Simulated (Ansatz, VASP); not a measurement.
## GdN: VASP beside Ansatz

File POSCAR:

```
GdN
1.0
    0.0000000000      2.4994985661      2.4994985661
    2.4994985661      0.0000000000      2.4994985661
    2.4994985661      2.4994985661      0.0000000000
Gd N
1 1
Direct
    0.5000000000      0.5000000000      0.5000000000
    0.0000000000      0.0000000000      0.0000000000
```

INCAR.step1

```
SYSTEM = GdN
PREC = Accurate
ENCUT = 520
ISMEAR = 0
SIGMA = 0.05
LREAL = .False.
LASPH = .True.
NELM = 150
ISPIN = 2
MAGMOM = 7.63 0
LMAXMIX = 6
LDAU = .True.
LDAUTYPE = 2
LDAUL = 3 -1
LDAUU = 4 0
LDAUJ = 0 0
NBANDS = 22
GGA = PE
ALGO = Normal
EDIFF = 1E-4
LWAVE = .True.
LCHARG = .False.
```

INCAR.step2

```
SYSTEM = GdN
PREC = Accurate
ENCUT = 520
EDIFF = 1E-6
ISMEAR = 0
SIGMA = 0.05
LREAL = .False.
LASPH = .True.
NELM = 150
ALGO = Normal
ISIF = 2
LWAVE = .False.
LCHARG = .False.
ISPIN = 2
MAGMOM = 7.63 0
LORBIT = 11
LMAXMIX = 6
LDAU = .True.
LDAUTYPE = 2
LDAUL = 3 -1
LDAUU = 4 0
LDAUJ = 0 0
LDAUPRINT = 1
METAGGA = R2SCAN
LMIXTAU = .True.
NBANDS = 22
ISTART = 1
```

File KPOINTS:

```
regular mesh
0
Gamma
  8 8 8
  0 0 0
```

Input for Ansatz:

```yaml
crystal:
  lattice:
    - [0.0, 2.4994985661, 2.4994985661]
    - [2.4994985661, 0.0, 2.4994985661]
    - [2.4994985661, 2.4994985661, 0.0]
  atoms:
    - { symbol: Gd, position: [0.5, 0.5, 0.5], spin: 7.63 }
    - { symbol: "N", position: [0.0, 0.0, 0.0] }
basis:
  ecutwfc: 500
  ecutrho_ratio: 4
kpoints:
  mp_grid: { grid: [8, 8, 8] }
hamiltonian:
  xc: r2scan
  hubbard: { sites: [{ species: Gd, l: f, u_eff: 4.0 }] }
scf:
  occupations: { method: gaussian, width: 0.05 }
  lower_state_search: "off"
output:
  forces: true
  stress: true
  eigenvalues: true
  populations: true
  hubbard: { sites: [{ species: Gd, l: f }] }
magnetization:
  spin_polarized: true
checkpoint:
  read: start.run
  write: ck
  compress: false
  write_wavefunctions: false
  write_every: 100000
```

Alike in both runs: task single point; functional r2SCAN; k mesh 8 × 8 × 8; occupations gaussian, width 0.05 eV; collinear spin; Hubbard terms Gd f U = 4.0 eV.

|  | VASP | Ansatz |
| --- | --- | --- |
| version | VASP 6.6.1 | Ansatz 0.2.0 |
| potentials or method | VASP PAW PBE potentials, release 64 (Gd, N), cutoff 520 eV | scalar-relativistic, plane waves, PAW |
| valence electrons in the cell | 23 | 23 |

Ansatz gave:

- gap on the k mesh at the Fermi level (eV): none
- pressure (GPa): -1.2
- net moment per atom (μB): 3.50
- size of the moment on the site where the two differ most (μB): 6.96

Problem. Estimate VASP's values.

Solution. gap on the k mesh at the Fermi level (eV): none; pressure (GPa): -1.1; net moment per atom (μB): 3.50; size of the moment on the site where the two differ most (μB): 6.83.

VASP's potentials were made for PBE, not for r2SCAN. Site moments also hang on the region over which each program counts them. The programs project onto different local orbitals, so the same U acts differently, and such runs can settle in different states. A gap of «none» marks a metal or a gap that the smearing closes. Ansatz's warnings: filled band counts differ across k points, stability check not made.

Neither program's run includes spin-orbit coupling.
